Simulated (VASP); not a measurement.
Input of a VASP 6.6.1 run:

Contents of INCAR:

```
ALGO     = Normal         # electronic algorithm
EDIFF    = 1E-6           # SCF threshold, eV
EDIFFG   = -0.01          # ionic threshold
ENCUT    = 600            # plane-wave cutoff, eV
GGA      = PE             # functional
IBRION   = 2              # ionic algorithm
ISIF     = 3              # what is computed and relaxed
ISMEAR   = 0              # smearing method
LASPH    = T              # aspherical terms in the spheres
LCHARG   = F              # write CHGCAR
LREAL    = F              # projectors in reciprocal space
LWAVE    = F              # write WAVECAR
NELM     = 100            # most SCF steps
NSW      = 80             # ionic steps
PREC     = Accurate       # precision mode
SIGMA    = 0.05           # smearing width, eV
```

The input KPOINTS:

```
k-points
0
Gamma
  12 12 12
```

File POSCAR:

```
ZrC
1.0
    3.0690055015      0.0000000000      0.0000000000
   -1.5345027508      2.6578367287      0.0000000000
    0.0000000000      0.0000000000      2.9951973183
Zr C
1 1
Direct
    0.0000000000      0.0000000000      0.0000000000
    0.6666666667      0.3333333333      0.5000000000
```

Potentials or basis: VASP PAW PBE potentials, release 64 (Zr_sv, C).

Launch:

```sh
$ cat potpaw_PBE.64/Zr_sv/POTCAR potpaw_PBE.64/C/POTCAR > POTCAR
$ mpirun -np 1 vasp_std > vasp.out
```

What does it give for the relaxed cell?

a = 3.270 Å, b = 3.270 Å, c = 2.940 Å, α = 90.00°, β = 90.00°, γ = 120.00°.

Predict the band gap on the k mesh.

zero (band 8 reaches 9.22 eV, above the bottom of band 9 at 8.82 eV).

Estimate the relaxed volume.

13.61 Å³/atom.

Predict the space group after relaxing (to 0.05 Å).

P-6m2 (No. 187).

The path:
```csv
step,energy change (eV),largest force (eV/Å),pressure (GPa),volume (Å³)
1,0.0000,0.0000,22.21,24.43
2,-0.0770,0.0000,-17.75,30.82
3,-0.2768,0.0000,-3.48,27.65
4,-0.2769,0.0000,-3.07,27.58
5,-0.2897,0.0000,2.25,26.99
6,-0.2968,0.0000,0.15,27.21
7,-0.2968,0.0000,0.08,27.22
8,-0.2968,0.0000,-0.05,27.25
9,-0.2968,0.0000,-0.09,27.25
10,-0.2968,0.0000,-0.14,27.25
11,-0.2968,0.0000,0.07,27.23
```
